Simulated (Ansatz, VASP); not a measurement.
**One calculation of MgO, two programs**

The input POSCAR:

```
MgO
1.0
    0.0000000000      1.7754257605      1.7754257605
    1.7754257605      0.0000000000      1.7754257605
    1.7754257605      1.7754257605      0.0000000000
Mg O
1 1
Direct
    0.0000000000      0.0000000000      0.0000000000
    0.5000000000      0.5000000000      0.5000000000
```

Contents of INCAR.step1:

```
SYSTEM = MgO
PREC = Accurate ; ENCUT = 660
ISMEAR = 0 ; SIGMA = 0.01
LREAL = .False. ; LASPH = .True.
NELM = 120 ; NBANDS = 11
GGA = PE ; ALGO = Normal
EDIFF = 1E-5 ; LWAVE = .True.
LCHARG = .False. ; GGA_COMPAT = .False.
```

Contents of INCAR.step2:

```
SYSTEM = MgO
PREC = Accurate ; ENCUT = 660
EDIFF = 1E-6 ; ISMEAR = 0
SIGMA = 0.01 ; LREAL = .False.
LASPH = .True. ; NELM = 120
ALGO = Normal ; ISIF = 2
LWAVE = .False. ; LCHARG = .False.
METAGGA = R2SCAN ; LMIXTAU = .True.
NBANDS = 11 ; ISTART = 1
GGA_COMPAT = .False.
```

The input KPOINTS:

```
Automatic mesh
0
Gamma
  10 10 10
  0 0 0
```

Input for Ansatz:

```yaml
crystal:
  lattice:
    - [0.0, 1.7754257605, 1.7754257605]
    - [1.7754257605, 0.0, 1.7754257605]
    - [1.7754257605, 1.7754257605, 0.0]
  atoms:
    - { symbol: Mg, position: [0.0, 0.0, 0.0] }
    - { symbol: O, position: [0.5, 0.5, 0.5] }
scf:
  occupations: { method: fixed }
output:
  forces: true
  stress: true
  eigenvalues: true
  write_density: true
  write_potential: true
  elf: true
  volumetric_format: npy
hamiltonian:
  xc: r2scan
basis:
  ecutwfc: 700
kpoints:
  mp_grid: { grid: [10, 10, 10] }
```

Alike in both runs: task single point; functional r2SCAN; k mesh 10 × 10 × 10; no spin polarisation.

```csv
,VASP,Ansatz
version,VASP 6.6.1,Ansatz 0.2.0
potentials or method,"VASP PAW PBE potentials, release 64 (Mg, O), cutoff 660 eV","scalar-relativistic, plane waves, PAW"
occupations,"gaussian, width 0.01 eV",fixed
valence electrons in the cell,8,16
```

|  | VASP | Ansatz | Ansatz less VASP |
| --- | --- | --- | --- |
| gap on the k mesh at the Fermi level (eV) | 10.08 | 10.12 | +0.039 |
| least direct gap on the mesh (eV) | 12.30 | 12.31 | +0.011 |

VASP's potentials were made for PBE, not for r2SCAN. VASP's potentials hold 8 valence electrons a cell and Ansatz's 16, so a difference there can come from the potentials and not from the codes.
